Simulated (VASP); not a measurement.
Write the native input for VASP 6.6.1 that does the following.

```yaml
Task: single point
Functional: PBE
Potentials_or_basis: VASP PAW PBE potentials, release 64 (Mg, O)
Cutoff: 600 eV
k_mesh: 12 × 12 × 8
Occupations: gaussian, width 0.05 eV
Spin: no spin polarisation
Dipole_correction: no
Further_INCAR_settings: ALGO = Normal; EDIFF = 1e-06; NBANDS = 11
```

The structure of MgO lies in POSCAR:

```
MgO
1.0
    2.9377244759      0.0000000000      0.0000000000
   -1.4688622380      2.5823061858      0.0000000000
    0.0000000000      0.0000000000      2.6797873418
Mg O
1 1
Direct
    0.0000000000      0.0000000000      0.0000000000
    0.3333333333      0.6666666667      0.5000000000
```

These files were run (other wordings do the same):

INCAR

```
PREC = Accurate
ENCUT = 600
EDIFF = 1E-6
ISMEAR = 0
SIGMA = 0.05
LREAL = False
LASPH = True
NELM = 120
ALGO = Normal
ISIF = 2
LWAVE = False
LCHARG = False
GGA = PE
NBANDS = 11
GGA_COMPAT = False
```

KPOINTS

```
Automatic mesh
0
Gamma
  12 12 8
```

Potentials or basis: VASP PAW PBE potentials, release 64 (Mg, O).

Run with:

```bash
$ cat potpaw_PBE.64/Mg/POTCAR potpaw_PBE.64/O/POTCAR > POTCAR
$ mpirun -np 1 vasp_std > vasp.out
```

Results of the run:

The pressure is -2.6 GPa and the largest force is 0.006 eV/Å. The band gap on the k mesh is 2.85 eV, indirect (least direct gap 3.23 eV).

Run time: 17 s on 1 thread of Intel(R) Xeon(R) 6975P-C (Granite Rapids), with other jobs on the host, peak memory 0.18 GiB.
